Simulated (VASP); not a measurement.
Write the native input for VASP 6.6.1 that does the following.

| Item | Value |
| --- | --- |
| Task | single point |
| Functional | PBE |
| Potentials or basis | VASP PAW PBE potentials, release 64 (C) |
| Cutoff | 520 eV |
| k mesh | 20 × 20 × 20 |
| Occupations | fermi-dirac, width 0.08 eV |
| Spin | no spin polarisation |
| Dipole correction | no |
| Further INCAR settings | ALGO = Normal; EDIFF = 1e-06; NBANDS = 11 |

The structure of C lies in POSCAR:

```
C
1.0
    0.0000000000      1.8068684808      1.8068684808
    1.8068684808      0.0000000000      1.8068684808
    1.8068684808      1.8068684808      0.0000000000
C
2
Direct
    0.5000000000      0.5000000000      0.5000000000
    0.7500000000      0.7500000000      0.7500000000
```

This cell differs from its parent crystal: volume scaled by 1.04.

The input as run:

INCAR

```
PREC     = Accurate       # precision mode
ENCUT    = 520            # plane-wave cutoff, eV
EDIFF    = 1E-6           # SCF threshold, eV
ISMEAR   = -1             # smearing method
SIGMA    = 0.08           # smearing width, eV
LREAL    = F              # projectors in reciprocal space
LASPH    = T              # aspherical terms in the spheres
NELM     = 60             # most SCF steps
ALGO     = Normal         # electronic algorithm
ISIF     = 2              # what is computed and relaxed
LWAVE    = F              # write WAVECAR
LCHARG   = F              # write CHGCAR
GGA      = PE             # functional
NBANDS   = 11             # bands
```

KPOINTS

```
regular mesh
0
Gamma
  20 20 20
```

Potentials or basis: VASP PAW PBE potentials, release 64 (C).

The run is started by

```console
$ cat potpaw_PBE.64/C/POTCAR > POTCAR
$ mpirun -np 1 vasp_std > vasp.out
```

It gave:

- Pressure: -13.7 GPa
- Band gap on the k mesh: 4.05 eV, indirect (least direct gap 5.48 eV)

Run time: 14 s on 1 thread of Intel(R) Xeon(R) Platinum 8559C (Emerald Rapids), with other jobs on the host, peak memory 0.13 GiB.
